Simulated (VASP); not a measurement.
Input of a VASP 6.6.1 run:

INCAR

```
SYSTEM = PbF2
PREC = Accurate ; ENCUT = 600
EDIFF = 1E-6 ; ISMEAR = 0
SIGMA = 0.01 ; LREAL = .FALSE.
LASPH = .TRUE. ; NELM = 60
ALGO = Normal ; ISIF = 3
LWAVE = .FALSE. ; LCHARG = .FALSE.
GGA = PS ; IBRION = 2
NSW = 100 ; EDIFFG = -0.002
PSTRESS = 40.0
```

The input KPOINTS:

```
regular mesh
0
G
  8 8 8
  0 0 0
```

File POSCAR:

```
PbF2
1.0
    2.9493365922      2.9493365922      0.0000000000
   -2.9493365922      2.9493365922      0.0000000000
    0.0000000000      2.9493365922      2.9493365922
Pb F
1 2
Direct
    0.0000000000      0.0000000000      0.0000000000
    0.2500000000      0.7500000000      0.5000000000
    0.7500000000      0.2500000000      0.5000000000
```

Potentials or basis: VASP PAW PBE potentials, release 64 (Pb_d, F).

The run is started by

```console
$ cat potpaw_PBE.64/Pb_d/POTCAR potpaw_PBE.64/F/POTCAR > POTCAR
$ mpirun -np 1 vasp_std > vasp.out
```

(1) Predict the space group after relaxing (to 0.05 Å).

(2) Estimate the relaxed volume.

Results:

(1) Fm-3m (No. 225).

(2) 16.27 Å³/atom.

Caveat: the cell is relaxed towards a set pressure, so the enthalpy falls and the energy may rise; the PAW data sets were made with another functional, which shifts forces and pressure a little.
